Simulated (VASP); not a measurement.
# BN (zincblende type) (F-43m) in VASP: a series of runs

The runs below take BN (zincblende type) through single point, relaxation of cell and atoms, with r2SCAN, PBE.

Everything below comes from runs of VASP 6.6.1. Logs are shortened: lines on timing, memory, paths and dates and some standing lists are left out, and cuts for length are marked.

### Step 1. The cell of the first run

The structure is cubic, space group F-43m (No. 216). Conventional cell: a = 3.625 Å, b = 3.625 Å, c = 3.625 Å, α = 90.00°, β = 90.00°, γ = 90.00°. Within 2.1 Å of B (site symmetry -43m) lie 4 N at 1.57 Å. N (site symmetry -43m) has 4 B at 1.57 Å within 2.1 Å.

### Step 2. Single point, r2SCAN

POSCAR reads:

```
BN
1.0
    0.0000000000      1.8123531715      1.8123531715
    1.8123531715      0.0000000000      1.8123531715
    1.8123531715      1.8123531715      0.0000000000
B N
1 1
Direct
    0.0000000000      0.0000000000      0.0000000000
    0.2500000000      0.2500000000      0.2500000000
```

INCAR.step1 reads:

```
SYSTEM = BN
  PREC = Accurate
  ENCUT = 660
  ISMEAR = -1
  SIGMA = 0.03
  LREAL = .False.
  LASPH = .True.
  NELM = 120
  NBANDS = 11
  GGA = PE
  ALGO = Normal
  EDIFF = 1E-5
  LWAVE = .True.
  LCHARG = .False.
  GGA_COMPAT = .False.
```

INCAR.step2 reads:

```
SYSTEM = BN
  PREC = Accurate
  ENCUT = 660
  EDIFF = 1E-6
  ISMEAR = -1
  SIGMA = 0.03
  LREAL = .False.
  LASPH = .True.
  NELM = 120
  ALGO = Normal
  ISIF = 2
  LWAVE = .False.
  LCHARG = .True.
  METAGGA = R2SCAN
  LMIXTAU = .True.
  LELF = .True.
  LVHAR = .True.
  NBANDS = 11
  ISTART = 1
  GGA_COMPAT = .False.
```

KPOINTS reads:

```
regular mesh
0
Gamma
  16 16 16
  0 0 0
```

Potentials or basis: VASP PAW PBE potentials, release 64 (B, N).

On the command line:

```console
> cat potpaw_PBE.64/B/POTCAR potpaw_PBE.64/N/POTCAR > POTCAR
> cp INCAR.step1 INCAR
> mpirun -np 1 vasp_std > vasp.out
> cp INCAR.step2 INCAR
> mpirun -np 1 vasp_std > vasp.out
```

OUTCAR:

```text
SYSTEM = BN
   PREC = Accurate
   ENCUT = 660
   EDIFF = 1E-6
   ISMEAR = -1
   LREAL = .False.
   LASPH = .True.
   NELM = 120
   ISIF = 2
   METAGGA = R2SCAN
   ISTART = 1

 ion  position               nearest neighbor table
   1  0.000  0.000  0.000-   2 1.57   2 1.57   2 1.57   2 1.57
   2  0.250  0.250  0.250-   1 1.57   1 1.57   1 1.57   1 1.57

  LATTYP: Found a face centered cubic cell.
 ALAT       =     3.6247063430

  Lattice vectors:

 A1 = (   0.0000000000,   1.8123531715,   1.8123531715)
 A2 = (   1.8123531715,   0.0000000000,   1.8123531715)
 A3 = (   1.8123531715,   1.8123531715,   0.0000000000)

Analysis of symmetry for initial positions (statically):
=====================================================================
 Subroutine PRICEL returns:
 Original cell was already a primitive cell.

 Routine SETGRP: Setting up the symmetry group for a
 face centered cubic supercell.

 Subroutine GETGRP returns: Found 24 space group operations
 (whereof 24 operations were pure point group operations)
 out of a pool of 48 trial point group operations.

The static configuration has the point symmetry T_d .

Analysis of symmetry for dynamics (positions and initial velocities):
=====================================================================
 Subroutine PRICEL returns:
 Original cell was already a primitive cell.

 Routine SETGRP: Setting up the symmetry group for a
 face centered cubic supercell.

 Subroutine GETGRP returns: Found 24 space group operations
 (whereof 24 operations were pure point group operations)
 out of a pool of 48 trial point group operations.

The dynamic configuration has the point symmetry T_d .

 Subroutine INISYM returns: Found 24 space group operations
 (whereof 24 operations are pure point group operations),
 and found     1 'primitive' translations

----------------------------------------------------------------------------------------

                                     Primitive cell

  volume of cell :      11.9058

  direct lattice vectors                    reciprocal lattice vectors
     0.000000000  1.812353172  1.812353172    -0.275884418  0.275884418  0.275884418
     1.812353172  0.000000000  1.812353172     0.275884418 -0.275884418  0.275884418
     1.812353172  1.812353172  0.000000000     0.275884418  0.275884418 -0.275884418

  length of vectors
     2.563054435  2.563054435  2.563054435     0.477845829  0.477845829  0.477845829

  position of ions in fractional coordinates (direct lattice)
     0.000000000  0.000000000  0.000000000
     0.250000000  0.250000000  0.250000000

  ion indices of the primitive-cell ions
   primitive index   ion index
                 1           1
                 2           2

----------------------------------------------------------------------------------------

 KPOINTS: regular mesh

Automatic generation of k-mesh.
 Grid dimensions read from file:
 generate k-points for:   16   16   16

 Generating k-lattice:

  Cartesian coordinates                     Fractional coordinates (reciprocal lattice)
    -0.017242776  0.017242776  0.017242776     0.062500000  0.000000000  0.000000000
     0.017242776 -0.017242776  0.017242776     0.000000000  0.062500000  0.000000000
     0.017242776  0.017242776 -0.017242776     0.000000000  0.000000000  0.062500000

  Length of vectors
     0.029865364  0.029865364  0.029865364

  Shift w.r.t. Gamma in fractional coordinates (k-lattice)
     0.000000000  0.000000000  0.000000000

 Subroutine IBZKPT returns following result:
 ===========================================

 Found    145 irreducible k-points:

 Following reciprocal coordinates:
            Coordinates               Weight
  0.000000  0.000000  0.000000      1.000000
  0.062500  0.000000  0.000000      8.000000
  0.125000  0.000000  0.000000      8.000000
  0.187500  0.000000  0.000000      8.000000
  0.250000  0.000000  0.000000      8.000000
  0.312500  0.000000  0.000000      8.000000
[... 16 lines left out ...]
 -0.125000  0.062500  0.000000     24.000000
 -0.062500  0.062500  0.000000     12.000000
 [... further k-points ...]
   k-points           NKPTS =    145   k-points in BZ     NKDIM =    145   number of bands    NBANDS=     11
   number of dos      NEDOS =    301   number of ions     NIONS =      2
   total plane-waves  NPLWV =  13824
   dimension x,y,z NGX =    24 NGY =   24 NGZ =   24
   dimension x,y,z NGXF=    48 NGYF=   48 NGZF=   48
   ions per type =               1   1
   NGX,Y,Z   is equivalent  to a cutoff of  15.57, 15.57, 15.57 a.u.
   NGXF,Y,Z  is equivalent  to a cutoff of  31.13, 31.13, 31.13 a.u.
 SYSTEM =  BN
   PREC   = accura    normal or accurate (medium, high low for compatibility)
   ISTART =      1    job   : 0-new  1-cont  2-samecut
   ICHARG =      0    charge: 1-file 2-atom 10-const
   ISPIN  =      1    spin polarized calculation?
   LNONCOLLINEAR =      F non collinear calculations
   LSORBIT =      F    spin-orbit coupling
   LASPH  =      T    aspherical Exc in radial PAW
   ENCUT  =  660.0 eV  48.51 Ry    6.96 a.u.   5.37  5.37  5.37*2*pi/ulx,y,z
   NELM   =    120;   NELMIN=  2; NELMDL=  0     # of ELM steps
   EDIFF  = 0.1E-05   stopping-criterion for ELM
   LREAL  =      F    real-space projection
   EDIFFG = 0.1E-04   stopping-criterion for IOM
   NSW    =      0    number of steps for IOM
   IBRION =     -1    ionic relax: 0-MD 1-quasi-New 2-CG
   NFREE  =      0    steps in history (QN), initial steepest desc. (CG)
   ISIF   =      2    stress and relaxation
   ISYM   =      2    0-nonsym 1-usesym 2-fastsym
   POTIM  = 0.5000    time-step for ionic-motion
   TEBEG  =    0.0;   TEEND  =   0.0 temperature during run
   PSTRESS=    0.0 pullay stress
   NELECT =       8.0000    total number of electrons
   NUPDOWN=      -1.0000    fix difference up-down
   EMIN   =  10.00;   EMAX   =-10.00  energy-range for DOS
   EFERMI =   0.00;   METHOD = LEGACY
   ISMEAR =    -1;   SIGMA  =   0.03  broadening in eV -4-tet -1-fermi 0-gaus
   EFERMI_NEDOS =   21; number of points for ismear=-14 and -15
   IALGO  =     38    algorithm
   IMIX   =      4    mixing-type and parameters
     AMIX     =   0.40;   BMIX     =  1.00
     AMIX_MAG =   1.60;   BMIX_MAG =  1.00
  volume/ion in A,a.u.               =       5.95        40.17
  Fermi-wavevector in a.u.,A,eV,Ry     =   1.433899  2.709677 27.974494  2.056067
  Thomas-Fermi vector in A             =   2.553367
   LORBIT       =      0    0 simple, 1 ext, 2 COOP (PROOUT), +10 PAW based schemes
   METAGGA = R2SCAN    functional components
   LHFCALC =     F    Hartree Fock is set to
   AEXX    =    0.0000 exact exchange contribution
   IVDW    =     0    specifies the selected vdW correction
   LEPSILON=     F    determine dielectric tensor
   LRPA    =     F    only Hartree local field effects (RPA)
 non-spin polarized calculation
  energy-cutoff  :      660.00
  volume of cell :       11.91
 maximum number of plane-waves:       474
 NGX is ok and might be reduce to    24
   NGX = 11   NGY = 11   NGZ = 11

 number of electron       8.0000000 magnetization

 Free energy of the ion-electron system (eV)
  ---------------------------------------------------
  ext. energy  EPLUGINS =         0.00000000
  ---------------------------------------------------
  free energy    TOTEN  =       -19.17385240 eV

  energy without entropy =      -19.17385240  energy(sigma->0) =      -19.17385240

 E-fermi :   7.6559     XC(G=0): -13.6033

 val. band max:        7.1429427325   @ k =   0.0000   0.0000   0.0000
 cond. band min:      12.1096125551   @ k =   0.5000   0.5000   0.0000
 fundamental gap:      4.9666698226
 Fermi energy:         7.6559445254

 k-point     1 :       0.0000    0.0000    0.0000
  band No.  band energies     occupation
      1     -14.0548      2.00000
      2       7.1429      2.00000
      3       7.1429      2.00000
      4       7.1429      2.00000
      5      16.6297      0.00000
      6      16.6297      0.00000
      7      16.6297      0.00000
      8      18.0685      0.00000
      9      33.1178      0.00000
     10      35.7855      0.00000
     11      35.7855      0.00000

 k-point     2 :       0.0625    0.0000    0.0000
  band No.  band energies     occupation
      1     -13.9570      2.00000
      2       6.5898      2.00000
      3       7.0366      2.00000
      4       7.0366      2.00000
      5      16.7631      0.00000
      6      16.7945      0.00000
      7      16.7945      0.00000
      8      18.4103      0.00000
      9      33.0188      0.00000
     10      34.2348      0.00000
     11      34.2348      0.00000

 k-point     3 :       0.1250    0.0000    0.0000
  band No.  band energies     occupation
      1     -13.6655      2.00000
      2       5.1939      2.00000
      3       6.7539      2.00000
      4       6.7539      2.00000
      5      16.9859      0.00000
      6      17.2235      0.00000
      7      17.2235      0.00000
      8      19.3375      0.00000
      9      32.7027      0.00000
     10      32.7540      0.00000
     11      32.7540      0.00000

 k-point     4 :       0.1875    0.0000    0.0000
  band No.  band energies     occupation
      1     -13.1877      2.00000
      2       3.3864      2.00000
      3       6.3764      2.00000
      4       6.3764      2.00000
      5      17.1939      0.00000
      6      17.7547      0.00000
      7      17.7547      0.00000
      8      20.4937      0.00000
      9      31.8706      0.00000
     10      31.8706      0.00000
     11      32.2403      0.00000

 k-point     5 :       0.2500    0.0000    0.0000
  band No.  band energies     occupation
      1     -12.5390      2.00000
      2       1.4563      2.00000
      3       5.9845      2.00000
      4       5.9845      2.00000
      5      17.3907      0.00000
      6      18.2086      0.00000
      7      18.2086      0.00000
      8      21.5688      0.00000
      9      31.6969      0.00000
     10      31.6969      0.00000
     11      31.8289      0.00000
[... 211 lines left out ...]
 k-point    21 :      -0.2500    0.0625    0.0000
  band No.  band energies     occupation
      1     -12.2084      2.00000
      2       0.8515      2.00000
      3       5.1588      2.00000
      4       6.0961      2.00000
      5      17.6982      0.00000
      6      18.1373      0.00000
      7      18.6581      0.00000
      8      21.8028      0.00000
      9      30.5375      0.00000
     10      31.0400      0.00000
     11      34.1183      0.00000

 k-point    22 :      -0.1875    0.0625    0.0000
  band No.  band energies     occupation
      1     -12.9056      2.00000
      2       2.7434      2.00000
      3       5.5263      2.00000
      4       6.4989      2.00000
      5      17.4554      0.00000
      6      17.6850      0.00000
      7      18.3513      0.00000
      8      20.8797      0.00000
      9      30.4750      0.00000
     10      31.0926      0.00000
     11      34.1980      0.00000

 k-point    23 :      -0.1250    0.0625    0.0000
  band No.  band energies     occupation
      1     -13.4409      2.00000
      2       4.5515      2.00000
      3       5.9707      2.00000
      4       6.8430      2.00000
      5      17.1602      0.00000
      6      17.1957      0.00000
      7      17.8662      0.00000
      8      19.8552      0.00000
      9      31.1389      0.00000
     10      31.5826      0.00000
     11      34.4255      0.00000

 k-point    24 :      -0.0625    0.0625    0.0000
  band No.  band energies     occupation
      1     -13.7946      2.00000
      2       5.9670      2.00000
      3       6.4948      2.00000
      4       7.0445      2.00000
      5      16.8484      0.00000
      6      16.8579      0.00000
      7      17.3373      0.00000
      8      18.9170      0.00000
      9      32.4268      0.00000
     10      32.4340      0.00000
     11      34.5706      0.00000

 [... further k-points ...]

------------------------ aborting loop because EDIFF is reached ----------------------------------------

  FORCE on cell =-STRESS in cart. coord.  units (eV):
  Direction    XX          YY          ZZ          XY          YZ          ZX
  --------------------------------------------------------------------------------------
  -------------------------------------------------------------------------------------
  Total       -0.2689270     -0.2689270     -0.2689270      0.0000000      0.0000000      0.0000000
  in kB      -36.1898321    -36.1898321    -36.1898321      0.0000000      0.0000000      0.0000000
  external PRESSURE =     -36.1898321 kB  Pullay stress =       0.0000000 kB

 VOLUME and BASIS-vectors are now :
 -----------------------------------------------------------------------------
  energy-cutoff  :      660.00
  volume of cell :       11.91
      direct lattice vectors                 reciprocal lattice vectors
     0.000000000  1.812353172  1.812353172    -0.275884418  0.275884418  0.275884418
     1.812353172  0.000000000  1.812353172     0.275884418 -0.275884418  0.275884418
     1.812353172  1.812353172  0.000000000     0.275884418  0.275884418 -0.275884418

 POSITION                                       TOTAL-FORCE (eV/Angst)
 -----------------------------------------------------------------------------------
      0.00000      0.00000      0.00000        -0.000000     -0.000000     -0.000000
      0.90618      0.90618      0.90618         0.000000      0.000000      0.000000
 -----------------------------------------------------------------------------------
    total drift:                                0.000000      0.000000      0.000000

  FREE ENERGIE OF THE ION-ELECTRON SYSTEM (eV)
  ---------------------------------------------------
  free  energy   TOTEN  =       -19.1738524026 eV

  energy  without entropy=      -19.1738524026  energy(sigma->0) =      -19.17385240
```

Wall time 1.7 min (1 thread of Intel Xeon 8259CL, shared host); peak memory 0.15 GiB.

What came out:

| Quantity | Value |
| --- | --- |
| Free energy | -19.1739 eV |
| Pressure | -3.6 GPa |
| Band gap on the k mesh | 4.97 eV, indirect (least direct gap 9.49 eV) |

Levels at points of the mesh, in eV from the valence-band top:
```
           k point  band 1  band 2  band 3  band 4  band 5  band 6  band 7  band 8
(0.00, 0.00, 0.00)  -21.20    0.00    0.00    0.00    9.49    9.49    9.49   10.93
(0.50, 0.00, 0.00)  -16.94  -11.01   -2.00   -2.00   10.68   11.42   11.42   16.31
(0.50, 0.50, 0.00)  -15.53   -9.27   -5.06   -5.06    4.97    9.77   19.13   19.13
```

Caveat: the PAW data sets were made with another functional, which shifts forces and pressure a little. r2SCAN opens gaps a little over a GGA but as a rule still falls short of measured ones.

### Step 3. Relaxation of cell and atoms, PBE

This run uses another cell than the first one, of 11.12 Å³/atom, 1.869 times its volume.

INCAR reads:

```
SYSTEM = BN
  PREC = Accurate
  ENCUT = 600
  EDIFF = 1E-7
  ISMEAR = -1
  SIGMA = 0.03
  LREAL = .False.
  LASPH = .True.
  NELM = 120
  ALGO = Normal
  ISIF = 3
  LWAVE = .False.
  LCHARG = .False.
  GGA = PE
  IBRION = 2
  NSW = 100
  EDIFFG = -0.005
  GGA_COMPAT = .False.
  NELMIN = 4
```

KPOINTS is that of step 2.

POSCAR reads:

```
BN
1.0
    0.0000000000      2.2322827293      2.2322827293
    2.2322827293      0.0000000000      2.2322827293
    2.2322827293      2.2322827293      0.0000000000
B N
1 1
Direct
    0.0000000000      0.0000000000      0.0000000000
    0.2500000000      0.2500000000      0.2500000000
```

Potentials or basis: VASP PAW PBE potentials, release 64 (B, N).

On the command line:

```console
> cat potpaw_PBE.64/B/POTCAR potpaw_PBE.64/N/POTCAR > POTCAR
> mpirun -np 1 vasp_std > vasp.out
```

Run time: 3.6 min. Hardware: 1 thread of Intel Xeon 8259CL, shared host; peak memory 0.18 GiB.

Results (log left out):

| Property | Result |
| --- | --- |
| Free energy | -17.4692 eV |
| Relaxed volume | 5.96 Å³/atom |
| Relaxed cell | a = 2.564 Å, b = 2.564 Å, c = 2.564 Å, α = 60.00°, β = 60.00°, γ = 60.00° |
| Space group after relaxing (to 0.05 Å) | F-43m (No. 216) |
| Energy gained by relaxing | 1855.9 meV/atom |
| Ionic steps | 6 |
| Pressure after relaxing | 0.0 GPa |
| Band gap on the k mesh | 4.45 eV, indirect (least direct gap 8.77 eV) |

Step by step:
| step | energy change (eV) | largest force (eV/Å) | pressure (GPa) | volume (Å³) |
| --- | --- | --- | --- | --- |
| 1 | 0.0000 | 0.0000 | -68.00 | 22.25 |
| 2 | -3.3665 | 0.0000 | 74.34 | 10.25 |
| 3 | -3.7119 | 0.0000 | -0.28 | 11.93 |
| 4 | -3.7095 | 0.0000 | 5.02 | 11.76 |
| 5 | -3.7097 | 0.0000 | -4.58 | 12.07 |
| 6 | -3.7119 | 0.0000 | 0.00 | 11.92 |

Final structure:
```cif
data_structure
_symmetry_space_group_name_H-M 'P 1'
_symmetry_Int_Tables_number 1
_cell_length_a 2.5640
_cell_length_b 2.5640
_cell_length_c 2.5640
_cell_angle_alpha 60.000
_cell_angle_beta 60.000
_cell_angle_gamma 60.000
_cell_volume 11.92
loop_
_atom_site_label
_atom_site_type_symbol
_atom_site_fract_x
_atom_site_fract_y
_atom_site_fract_z
_atom_site_occupancy
B1 B 0.00000 0.00000 0.00000 1
N1 N 0.25000 0.25000 0.25000 1
```

Levels at points of the mesh, in eV from the valence-band top:
```tsv
k point	band 1	band 2	band 3	band 4	band 5	band 6	band 7	band 8
(0.00, 0.00, 0.00)	-20.13	0.00	0.00	0.00	8.77	8.77	8.77	10.20
(0.50, 0.00, 0.00)	-15.95	-10.61	-1.92	-1.92	10.03	10.65	10.65	15.16
(0.50, 0.50, 0.00)	-14.60	-8.86	-4.86	-4.86	4.45	9.18	17.78	17.78
```

Caveat: the volume moved by over 15 % at a fixed basis, so the end points are rough. As with any semilocal functional, this PBE gap is likely too small.

### Step 4. Single point, PBE

INCAR reads:

```
SYSTEM = BN
ALGO = Normal ; EDIFF = 1E-6
ENCUT = 600 ; GGA = PE
GGA_COMPAT = .False. ; ISIF = 2
ISMEAR = -1 ; LASPH = .True.
LCHARG = .False. ; LREAL = .False.
LWAVE = .False. ; NBANDS = 11
NELM = 120 ; PREC = Accurate
SIGMA = 0.03
```

KPOINTS reads:

```
k-points
0
Gamma
  16 16 16
  0 0 0
```

POSCAR reads:

```
BN
1.0
    0.0000000000      1.8123531719      1.8123531719
    1.8123531719      0.0000000000      1.8123531719
    1.8123531719      1.8123531719      0.0000000000
B N
1 1
Direct
    0.0000000000      0.0000000000      0.0000000000
    0.2500000000      0.2500000000      0.2500000000
```

On the command line:

```console
> cat potpaw_PBE.64/B/POTCAR potpaw_PBE.64/N/POTCAR > POTCAR
> mpirun -np 1 vasp_std > vasp.out
```

It took 25 s on 1 thread of Intel Xeon 8259CL, shared host; peak memory 0.13 GiB.

The run converged. Its results:

| Property | Result |
| --- | --- |
| Free energy | -17.4546 eV |
| Pressure | 0.0 GPa |
| Band gap on the k mesh | 4.45 eV, indirect (least direct gap 8.78 eV) |

Levels at points of the mesh, in eV from the valence-band top:
| k point | band 1 | band 2 | band 3 | band 4 | band 5 | band 6 | band 7 | band 8 |
| --- | --- | --- | --- | --- | --- | --- | --- | --- |
| (0.00, 0.00, 0.00) | -20.14 | 0.00 | 0.00 | 0.00 | 8.78 | 8.78 | 8.78 | 10.22 |
| (0.50, 0.00, 0.00) | -15.96 | -10.62 | -1.92 | -1.92 | 10.04 | 10.66 | 10.66 | 15.17 |
| (0.50, 0.50, 0.00) | -14.61 | -8.86 | -4.86 | -4.86 | 4.45 | 9.19 | 17.80 | 17.80 |

A k mesh can miss the band edges.

### Step 5. Summary

```csv
task,level,cell,cutoff (eV),gap on the mesh (eV),pressure (GPa)
single point,r2SCAN,"a = 2.563 Å, angles 60.0°, 2 atoms",660,4.97,-3.6
relaxation of cell and atoms,PBE,"relaxed from a = 3.157 Å, angles 60.0°, 2 atoms",600,4.45,0.0
single point,PBE,"a = 2.563 Å, angles 60.0°, 2 atoms",600,4.45,0.0
```

Alike in all rows: potentials or basis VASP PAW PBE potentials, release 64 (B, N); no spin polarisation; k mesh 16 × 16 × 16; smearing fermi-dirac 0.03 eV.

Caveats: the PAW data sets were made with another functional, which shifts forces and pressure a little (some runs); the volume moved by over 15 % at a fixed basis, so the end points are rough (some runs).

Absolute energies hang on the potentials; compare differences alone.
